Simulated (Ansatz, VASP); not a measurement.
Na: VASP beside Ansatz

```
CELL_PARAMETERS angstrom
4.42889 2.55702 7.93932
-4.42889 2.55702 7.93932
0.00000 -5.11404 7.93932
ATOMIC_POSITIONS crystal
Na 0.10024 0.48879 0.10024
Na 0.10024 0.10024 0.48879
Na 0.48879 0.10024 0.10024
Na 0.89976 0.51121 0.89976
Na 0.51121 0.89976 0.89976
Na 0.89976 0.89976 0.51121
Na 0.24205 0.64198 0.24205
Na 0.24205 0.24205 0.64198
Na 0.64198 0.24205 0.24205
Na 0.75795 0.35802 0.75795
Na 0.35802 0.75795 0.75795
Na 0.75795 0.75795 0.35802
```

Alike in both runs: functional PBE; k mesh 3 × 3 × 3; occupations gaussian, width 0.1 eV; no spin polarisation.

Ansatz relaxed the structure, and its values are those at the end. VASP's run is a single point on that final structure, the one shown.

|  | VASP | Ansatz |
| --- | --- | --- |
| version | VASP 6.6.1 | Ansatz 0.2.0 |
| potentials or method | VASP PAW PBE potentials, release 64 (Na_pv), cutoff 520 eV | scalar-relativistic, plane waves, PAW |
| valence electrons in the cell | 84 | 108 |

VASP gave:

- gap on the k mesh at the Fermi level (eV): none
- pressure (GPa): 0.1
- rms of the force components (eV/Å): 0.020

**Question.** Estimate Ansatz's values.

**Answer.** gap on the k mesh at the Fermi level (eV): none; pressure (GPa): 0.1; rms of the force components (eV/Å): 0.019.

A gap of «none» marks a metal or a gap that the smearing closes. VASP's potentials hold 84 valence electrons a cell and Ansatz's 108, so a difference there can come from the potentials and not from the codes.
